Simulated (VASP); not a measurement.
# Si4PI (F-43m) in VASP: notebook

Runs on Si4PI. Level: PBE. Tasks: single point, relaxation of cell and atoms.

All numbers are computed with VASP 6.6.1; they aren't measurements. Logs are shortened: lines on timing, memory, paths and dates and some standing lists are left out, and cuts for length are marked.

### Step 1. The cell of the first run

The structure is cubic, space group F-43m (No. 216). The conventional cell has a = 7.734 Å, b = 7.734 Å, c = 7.734 Å, α = 90.00°, β = 90.00°, γ = 90.00°. Si (site symmetry 3m) has 6 Si at 2.73 to 2.74 Å and 3 P at 3.21 Å and 3 I at 3.21 Å within 3.6 Å. P (site symmetry -43m) has 12 Si at 3.21 Å and 4 I at 3.35 Å within 4.2 Å. I (site symmetry -43m) has 12 Si at 3.21 Å and 4 P at 3.35 Å within 4.2 Å.

### Step 2. Single point, PBE

File INCAR:

```
PREC = Accurate
ENCUT = 520
EDIFF = 1E-7
ISMEAR = 0
SIGMA = 0.1
LREAL = F
LASPH = T
NELM = 60
ALGO = Normal
ISIF = 2
LWAVE = F
LCHARG = F
GGA = PE
NBANDS = 23
```

File KPOINTS:

```
Automatic mesh
0
Gamma
  4 4 4
```

File POSCAR:

```
Si4PI
1.0
    0.0000000000      3.8672411100      3.8672411100
    3.8672411100      0.0000000000      3.8672411100
    3.8672411100      3.8672411100      0.0000000000
Si P I
4 1 1
Direct
    0.1237999800      0.6254000100      0.6254000100
    0.6254000100      0.6254000100      0.6254000100
    0.6254000100      0.1237999800      0.6254000100
    0.6254000100      0.6254000100      0.1237999800
    0.0000000000      0.0000000000      0.0000000000
    0.2500000000      0.2500000000      0.2500000000
```

Potentials or basis: VASP PAW PBE potentials, release 64 (Si, P, I).

Launch:

```sh
> cat potpaw_PBE.64/Si/POTCAR potpaw_PBE.64/P/POTCAR potpaw_PBE.64/I/POTCAR > POTCAR
> mpirun -np 1 vasp_std > vasp.out
```

OUTCAR:

```text
PREC = Accurate
   ENCUT = 520
   EDIFF = 1E-7
   ISMEAR = 0
   LREAL = F
   LASPH = T
   NELM = 60
   ISIF = 2
   GGA = PE

 ion  position               nearest neighbor table
   1  0.124  0.625  0.625-   2 2.73   3 2.73   4 2.73   2 2.74   4 2.74   3 2.74   6 3.21   6 3.21
                             6 3.21
   2  0.625  0.625  0.625-   1 2.73   3 2.73   4 2.73   4 2.74   3 2.74   1 2.74   6 3.21   6 3.21
                             6 3.21
   3  0.625  0.124  0.625-   1 2.73   2 2.73   4 2.73   4 2.74   2 2.74   1 2.74   6 3.21   6 3.21
                             6 3.21
   4  0.625  0.625  0.124-   1 2.73   2 2.73   3 2.73   2 2.74   3 2.74   1 2.74   6 3.21   6 3.21
                             6 3.21
   5  0.000  0.000  0.000-
   6  0.250  0.250  0.250-   1 3.21   3 3.21   1 3.21   4 3.21   3 3.21   4 3.21   2 3.21   2 3.21
                             2 3.21   3 3.21   1 3.21   4 3.21

  LATTYP: Found a face centered cubic cell.
 ALAT       =     7.7344822200

  Lattice vectors:

 A1 = (   0.0000000000,   3.8672411100,   3.8672411100)
 A2 = (   3.8672411100,   0.0000000000,   3.8672411100)
 A3 = (   3.8672411100,   3.8672411100,   0.0000000000)

Analysis of symmetry for initial positions (statically):
=====================================================================
 Subroutine PRICEL returns:
 Original cell was already a primitive cell.

 Routine SETGRP: Setting up the symmetry group for a
 face centered cubic supercell.

 Subroutine GETGRP returns: Found 24 space group operations
 (whereof 24 operations were pure point group operations)
 out of a pool of 48 trial point group operations.

The static configuration has the point symmetry T_d .

Analysis of symmetry for dynamics (positions and initial velocities):
=====================================================================
 Subroutine PRICEL returns:
 Original cell was already a primitive cell.

 Routine SETGRP: Setting up the symmetry group for a
 face centered cubic supercell.

 Subroutine GETGRP returns: Found 24 space group operations
 (whereof 24 operations were pure point group operations)
 out of a pool of 48 trial point group operations.

The dynamic configuration has the point symmetry T_d .

 Subroutine INISYM returns: Found 24 space group operations
 (whereof 24 operations are pure point group operations),
 and found     1 'primitive' translations

----------------------------------------------------------------------------------------

                                     Primitive cell

  volume of cell :     115.6735

  direct lattice vectors                    reciprocal lattice vectors
     0.000000000  3.867241110  3.867241110    -0.129291137  0.129291137  0.129291137
     3.867241110  0.000000000  3.867241110     0.129291137 -0.129291137  0.129291137
     3.867241110  3.867241110  0.000000000     0.129291137  0.129291137 -0.129291137

  length of vectors
     5.469104827  5.469104827  5.469104827     0.223938818  0.223938818  0.223938818

  position of ions in fractional coordinates (direct lattice)
     0.123799980  0.625400010  0.625400010
     0.625400010  0.625400010  0.625400010
     0.625400010  0.123799980  0.625400010
     0.625400010  0.625400010  0.123799980
     0.000000000  0.000000000  0.000000000
     0.250000000  0.250000000  0.250000000

  ion indices of the primitive-cell ions
   primitive index   ion index
                 1           1
                 2           2
                 3           3
                 4           4
                 5           5
                 6           6

----------------------------------------------------------------------------------------

 KPOINTS: Automatic mesh

Automatic generation of k-mesh.
 Grid dimensions read from file:
 generate k-points for:    4    4    4

 Generating k-lattice:

  Cartesian coordinates                     Fractional coordinates (reciprocal lattice)
    -0.032322784  0.032322784  0.032322784     0.250000000  0.000000000  0.000000000
     0.032322784 -0.032322784  0.032322784     0.000000000  0.250000000  0.000000000
     0.032322784  0.032322784 -0.032322784     0.000000000  0.000000000  0.250000000

  Length of vectors
     0.055984705  0.055984705  0.055984705

  Shift w.r.t. Gamma in fractional coordinates (k-lattice)
     0.000000000  0.000000000  0.000000000

 Subroutine IBZKPT returns following result:
 ===========================================

 Found      8 irreducible k-points:

 Following reciprocal coordinates:
            Coordinates               Weight
  0.000000  0.000000  0.000000      1.000000
  0.250000  0.000000  0.000000      8.000000
  0.500000  0.000000  0.000000      4.000000
  0.250000  0.250000  0.000000      6.000000
  0.500000  0.250000  0.000000     24.000000
 -0.250000  0.250000  0.000000     12.000000
  0.500000  0.500000  0.000000      3.000000
 -0.250000  0.500000  0.250000      6.000000
   k-points           NKPTS =      8   k-points in BZ     NKDIM =      8   number of bands    NBANDS=     23
   number of dos      NEDOS =    301   number of ions     NIONS =      6
   total plane-waves  NPLWV =  74088
   dimension x,y,z NGX =    42 NGY =   42 NGZ =   42
   dimension x,y,z NGXF=    84 NGYF=   84 NGZF=   84
   ions per type =               4   1   1
   NGX,Y,Z   is equivalent  to a cutoff of  12.77, 12.77, 12.77 a.u.
   NGXF,Y,Z  is equivalent  to a cutoff of  25.53, 25.53, 25.53 a.u.
 SYSTEM =  unknown system
   PREC   = accura    normal or accurate (medium, high low for compatibility)
   ISTART =      0    job   : 0-new  1-cont  2-samecut
   ICHARG =      2    charge: 1-file 2-atom 10-const
   ISPIN  =      1    spin polarized calculation?
   LNONCOLLINEAR =      F non collinear calculations
   LSORBIT =      F    spin-orbit coupling
   LASPH  =      T    aspherical Exc in radial PAW
   ENCUT  =  520.0 eV  38.22 Ry    6.18 a.u.  10.17 10.17 10.17*2*pi/ulx,y,z
   NELM   =     60;   NELMIN=  2; NELMDL= -5     # of ELM steps
   EDIFF  = 0.1E-06   stopping-criterion for ELM
   LREAL  =      F    real-space projection
   EDIFFG = 0.1E-05   stopping-criterion for IOM
   NSW    =      0    number of steps for IOM
   IBRION =     -1    ionic relax: 0-MD 1-quasi-New 2-CG
   NFREE  =      0    steps in history (QN), initial steepest desc. (CG)
   ISIF   =      2    stress and relaxation
   ISYM   =      2    0-nonsym 1-usesym 2-fastsym
   POTIM  = 0.5000    time-step for ionic-motion
   TEBEG  =    0.0;   TEEND  =   0.0 temperature during run
   PSTRESS=    0.0 pullay stress
   NELECT =      28.0000    total number of electrons
   NUPDOWN=      -1.0000    fix difference up-down
   EMIN   =  10.00;   EMAX   =-10.00  energy-range for DOS
   EFERMI =   0.00;   METHOD = LEGACY
   ISMEAR =     0;   SIGMA  =   0.10  broadening in eV -4-tet -1-fermi 0-gaus
   EFERMI_NEDOS =   21; number of points for ismear=-14 and -15
   IALGO  =     38    algorithm
   IMIX   =      4    mixing-type and parameters
     AMIX     =   0.40;   BMIX     =  1.00
     AMIX_MAG =   1.60;   BMIX_MAG =  1.00
  volume/ion in A,a.u.               =      19.28       130.10
  Fermi-wavevector in a.u.,A,eV,Ry     =   1.020273  1.928036 14.163071  1.040956
  Thomas-Fermi vector in A             =   2.153833
   LORBIT       =      0    0 simple, 1 ext, 2 COOP (PROOUT), +10 PAW based schemes
   GGA     = PE    functional components
   LHFCALC =     F    Hartree Fock is set to
   AEXX    =    0.0000 exact exchange contribution
   IVDW    =     0    specifies the selected vdW correction
   LEPSILON=     F    determine dielectric tensor
   LRPA    =     F    only Hartree local field effects (RPA)
 non-spin polarized calculation
 Gauss-broadening in eV      SIGMA  =   0.10
  energy-cutoff  :      520.00
  volume of cell :      115.67
 maximum number of plane-waves:      3142
 NGX is ok and might be reduce to    42
   NGX = 21   NGY = 21   NGZ = 21

 number of electron      27.9999998 magnetization

 Free energy of the ion-electron system (eV)
  ---------------------------------------------------
  ext. energy  EPLUGINS =         0.00000000
  ---------------------------------------------------
  free energy    TOTEN  =       -23.22027754 eV

  energy without entropy =      -23.17761918  energy(sigma->0) =      -23.19894836

 E-fermi :   7.6767     XC(G=0): -10.4065

 val. band max:        7.6590088860   @ k =   0.5000   0.2500   0.0000
 cond. band min:       7.7383316515   @ k =   0.2500   0.0000   0.0000
 fundamental gap:      0.0793227655
 Fermi energy:         7.6767227253

 k-point     1 :       0.0000    0.0000    0.0000
  band No.  band energies     occupation
      1      -6.8270      2.00000
      2      -2.8882      2.00000
      3      -0.6227      2.00000
      4       2.1064      2.00000
      5       2.1230      2.00000
      6       2.1230      2.00000
[... 15 lines left out ...]
     22      13.8333      0.00000
     23      15.4317      0.00000

 k-point     2 :       0.2500    0.0000    0.0000
  band No.  band energies     occupation
      1      -6.5881      2.00000
      2      -3.1392      2.00000
      3      -1.2397      2.00000
      4       0.4485      2.00000
      5       1.6866      2.00000
      6       1.6866      2.00000
[... 15 lines left out ...]
     22      13.9713      0.00000
     23      14.7223      0.00000

 k-point     3 :       0.5000    0.0000    0.0000
  band No.  band energies     occupation
      1      -6.2808      2.00000
      2      -3.4856      2.00000
      3      -1.8471      2.00000
      4      -0.0355      2.00000
      5       1.5805      2.00000
      6       1.5805      2.00000
[... 15 lines left out ...]
     22      12.9725      0.00000
     23      14.1272      0.00000
[... 79 lines left out ...]
 k-point     7 :       0.5000    0.5000    0.0000
  band No.  band energies     occupation
      1      -6.1381      2.00000
      2      -2.9849      2.00000
      3      -1.9706      2.00000
      4      -1.4345      2.00000
      5       0.2097      2.00000
      6       0.2097      2.00000
[... 15 lines left out ...]
     22      10.5466      0.00000
     23      14.8752      0.00000

 k-point     8 :      -0.2500    0.5000    0.2500
  band No.  band energies     occupation
      1      -6.1227      2.00000
      2      -2.5722      2.00000
      3      -2.3273      2.00000
      4      -2.2662      2.00000
      5       1.5151      2.00000
      6       1.5521      2.00000
[... 15 lines left out ...]
     22      11.8608      0.00000
     23      12.0464      0.00000

------------------------ aborting loop because EDIFF is reached ----------------------------------------

  FORCE on cell =-STRESS in cart. coord.  units (eV):
  Direction    XX          YY          ZZ          XY          YZ          ZX
  --------------------------------------------------------------------------------------
  -------------------------------------------------------------------------------------
  Total       -2.2516711     -2.2516711     -2.2516711      0.0000000     -0.0000000      0.0000000
  in kB      -31.1875887    -31.1875887    -31.1875887      0.0000000     -0.0000000      0.0000000
  external PRESSURE =     -31.1875887 kB  Pullay stress =       0.0000000 kB

 VOLUME and BASIS-vectors are now :
 -----------------------------------------------------------------------------
  energy-cutoff  :      520.00
  volume of cell :      115.67
      direct lattice vectors                 reciprocal lattice vectors
     0.000000000  3.867241110  3.867241110    -0.129291137  0.129291137  0.129291137
     3.867241110  0.000000000  3.867241110     0.129291137 -0.129291137  0.129291137
     3.867241110  3.867241110  0.000000000     0.129291137  0.129291137 -0.129291137

 POSITION                                       TOTAL-FORCE (eV/Angst)
 -----------------------------------------------------------------------------------
      4.83715      2.89734      2.89734         0.016447     -0.016447     -0.016447
      4.83715      4.83715      4.83715         0.016447      0.016447      0.016447
      2.89734      4.83715      2.89734        -0.016447      0.016447     -0.016447
      2.89734      2.89734      4.83715        -0.016447     -0.016447      0.016447
      0.00000      0.00000      0.00000        -0.000000     -0.000000     -0.000000
      1.93362      1.93362      1.93362        -0.000000     -0.000000     -0.000000
 -----------------------------------------------------------------------------------
    total drift:                               -0.000004     -0.000004     -0.000004

  FREE ENERGIE OF THE ION-ELECTRON SYSTEM (eV)
  ---------------------------------------------------
  free  energy   TOTEN  =       -23.2202775412 eV

  energy  without entropy=      -23.1776191773  energy(sigma->0) =      -23.19894836
```

Run time: 22 s. Hardware: 1 thread of AMD EPYC 7R13 (Zen 3), shared host; peak memory 0.22 GiB.

Results:

```
Free energy            : -23.2203 eV
Pressure               : -3.1 GPa
Largest force          : 0.028 eV/Å
Band gap on the k mesh : zero (band 14 reaches 7.99 eV, above the bottom of band 15 at 5.90 eV)
```

Forces on the atoms (eV/Å):
```
Si   0.016 -0.016 -0.016
Si   0.016  0.016  0.016
Si  -0.016  0.016 -0.016
Si  -0.016 -0.016  0.016
P    0.000  0.000  0.000
I    0.000  0.000  0.000
```

Levels at points of the mesh, in eV from the Fermi level:
| k point | band 11 | band 12 | band 13 | band 14 | band 15 | band 16 | band 17 | band 18 |
| --- | --- | --- | --- | --- | --- | --- | --- | --- |
| (0.00, 0.00, 0.00) | -3.19 | -3.19 | -3.19 | -1.78 | -1.78 | 2.24 | 2.24 | 2.24 |
| (0.50, 0.00, 0.00) | -1.58 | -1.58 | -0.55 | -0.55 | 0.38 | 1.68 | 2.27 | 2.27 |
| (0.50, 0.50, 0.00) | -0.74 | -0.72 | -0.72 | 0.31 | 0.35 | 0.53 | 0.86 | 0.86 |

Caveat: spin-orbit coupling is left out, which moves the levels of the heavy elements.

### Step 3. Single point, PBE

This run uses another cell than the first one, of 18.32 Å³/atom, 0.950 times its volume.

File INCAR:

```
SYSTEM = Si4PI
PREC     = Accurate       ! precision mode
ENCUT    = 520            ! plane-wave cutoff, eV
EDIFF    = 1E-7           ! SCF threshold, eV
ISMEAR   = 0              ! smearing method
SIGMA    = 0.1            ! smearing width, eV
LREAL    = .FALSE.        ! projectors in reciprocal space
LASPH    = .TRUE.         ! aspherical terms in the spheres
NELM     = 100            ! most SCF steps
ALGO     = Normal         ! electronic algorithm
ISIF     = 2              ! what is computed and relaxed
LWAVE    = .FALSE.        ! write WAVECAR
LCHARG   = .TRUE.         ! write CHGCAR
GGA      = PE             ! functional
LELF     = .TRUE.         ! ELF
LVHAR    = .TRUE.       
NBANDS   = 23             ! bands
```

File KPOINTS:

```
regular mesh
0
G
  8 8 8
  0 0 0
```

File POSCAR:

```
Si4PI
1.0
    0.0000000000      3.8023359830      3.8023359830
    3.8023359830      0.0000000000      3.8023359830
    3.8023359830      3.8023359830      0.0000000000
Si P I
4 1 1
Direct
    0.1202119251      0.6265960250      0.6265960250
    0.6265960250      0.6265960250      0.6265960250
    0.6265960250      0.1202119251      0.6265960250
    0.6265960250      0.6265960250      0.1202119251
    0.0000000000      0.0000000000      0.0000000000
    0.2500000000      0.2500000000      0.2500000000
```

Potentials or basis: VASP PAW PBE potentials, release 64 (Si, P, I).

Launch:

```sh
> cat potpaw_PBE.64/Si/POTCAR potpaw_PBE.64/P/POTCAR potpaw_PBE.64/I/POTCAR > POTCAR
> mpirun -np 1 vasp_std > vasp.out
```

Wall time 57 s (1 thread of AMD EPYC 7R13 (Zen 3), shared host); peak memory 0.24 GiB.

Results (log left out):

```
Free energy            : -23.2856 eV
Pressure               : 0.0 GPa
Band gap on the k mesh : zero (band 14 reaches 8.88 eV, above the bottom of band 15 at 6.36 eV)
```

Levels at points of the mesh, in eV from the Fermi level:
```tsv
k point	band 10	band 11	band 12	band 13	band 14	band 15	band 16	band 17	band 18	band 19
(0.00, 0.00, 0.00)	-5.17	-3.53	-3.53	-3.53	-2.09	-2.09	2.28	2.28	2.28	5.65
(0.50, 0.00, 0.00)	-2.81	-1.75	-1.75	-0.79	-0.79	0.30	1.61	2.21	2.21	2.71
(0.50, 0.50, 0.00)	-2.22	-0.91	-0.91	-0.88	0.07	0.24	0.37	0.72	0.72	1.02
```

Caveat: spin-orbit coupling is left out, which moves the levels of the heavy elements.

### Step 4. Relaxation of cell and atoms, PBE

File INCAR:

```
  PREC = Accurate
  ENCUT = 600
  EDIFF = 1E-6
  ISMEAR = 0
  SIGMA = 0.1
  LREAL = F
  LASPH = T
  NELM = 100
  ALGO = Normal
  ISIF = 3
  LWAVE = F
  LCHARG = F
  GGA = PE
  IBRION = 2
  NSW = 100
  EDIFFG = -0.01
```

File KPOINTS:

```
Automatic mesh
0
Gamma
  8 8 8
```

File POSCAR:

```
Si4PI
1.0
    0.0000000000      3.8672411100      3.8672411100
    3.8672411100      0.0000000000      3.8672411100
    3.8672411100      3.8672411100      0.0000000000
Si P I
4 1 1
Direct
    0.1237999800      0.6254000100      0.6254000100
    0.6254000100      0.6254000100      0.6254000100
    0.6254000100      0.1237999800      0.6254000100
    0.6254000100      0.6254000100      0.1237999800
    0.0000000000      0.0000000000      0.0000000000
    0.2500000000      0.2500000000      0.2500000000
```

Launch:

```sh
> cat potpaw_PBE.64/Si/POTCAR potpaw_PBE.64/P/POTCAR potpaw_PBE.64/I/POTCAR > POTCAR
> mpirun -np 1 vasp_std > vasp.out
```

Wall time 3.3 min (1 thread of AMD EPYC 7R13 (Zen 3), shared host); peak memory 0.34 GiB.

The run converged. Its results:

```yaml
Free_energy: -23.2862 eV
Relaxed_volume: 18.31 Å³/atom
Relaxed_cell: a = 5.375 Å, b = 5.375 Å, c = 5.375 Å, α = 60.00°, β = 60.00°, γ = 60.00°
Space_group_after_relaxing_to_0.05_Å: F-43m (No. 216)
Energy_gained_by_relaxing: 9.9 meV/atom
Ionic_steps: 5
Pressure_after_relaxing: 0.0 GPa
Band_gap_on_the_k_mesh: zero (band 14 reaches 8.90 eV, above the bottom of band 15 at 6.37 eV)
```

The path:
| step | energy change (eV) | largest force (eV/Å) | pressure (GPa) | volume (Å³) |
| --- | --- | --- | --- | --- |
| 1 | 0.0000 | 0.1371 | -2.90 | 115.67 |
| 2 | -0.0580 | 0.0883 | -0.04 | 109.92 |
| 3 | -0.0581 | 0.0861 | 0.06 | 109.74 |
| 4 | -0.0592 | 0.0454 | 0.05 | 109.78 |
| 5 | -0.0596 | 0.0008 | 0.03 | 109.83 |

Final structure:
```xyz
6
Lattice="0.0000 3.8010 3.8010 3.8010 0.0000 3.8010 3.8010 3.8010 0.0000" Properties=species:S:1:pos:R:3 pbc="T T T"
Si    4.7634    2.8386    2.8386
Si    4.7634    4.7634    4.7634
Si    2.8386    4.7634    2.8386
Si    2.8386    2.8386    4.7634
P     0.0000    0.0000    0.0000
I     1.9005    1.9005    1.9005
```

Levels at points of the mesh, in eV from the Fermi level:
```tsv
k point	band 11	band 12	band 13	band 14	band 15	band 16	band 17	band 18
(0.00, 0.00, 0.00)	-3.53	-3.53	-3.53	-2.09	-2.09	2.28	2.28	2.28
(0.50, 0.00, 0.00)	-1.75	-1.75	-0.79	-0.79	0.30	1.61	2.22	2.22
(0.50, 0.50, 0.00)	-0.91	-0.91	-0.88	0.07	0.24	0.37	0.72	0.72
```

Caveat: spin-orbit coupling is left out, which moves the levels of the heavy elements.

### Step 5. Overview

```tsv
task	cell	k mesh	cutoff (eV)	gap on the mesh (eV)	pressure (GPa)
single point	a = 5.469 Å, angles 60.0°, 6 atoms	4 × 4 × 4	520	none	-3.1
single point	a = 5.377 Å, angles 60.0°, 6 atoms	8 × 8 × 8	520	none	0.0
relaxation of cell and atoms	relaxed from a = 5.469 Å, angles 60.0°, 6 atoms	8 × 8 × 8	600	none	0.0
```

Alike in all rows: level PBE; potentials or basis VASP PAW PBE potentials, release 64 (Si, P, I); no spin polarisation; smearing gaussian 0.1 eV.

Caveats: spin-orbit coupling is left out, which moves the levels of the heavy elements.

Absolute energies hang on the potentials; compare differences alone.
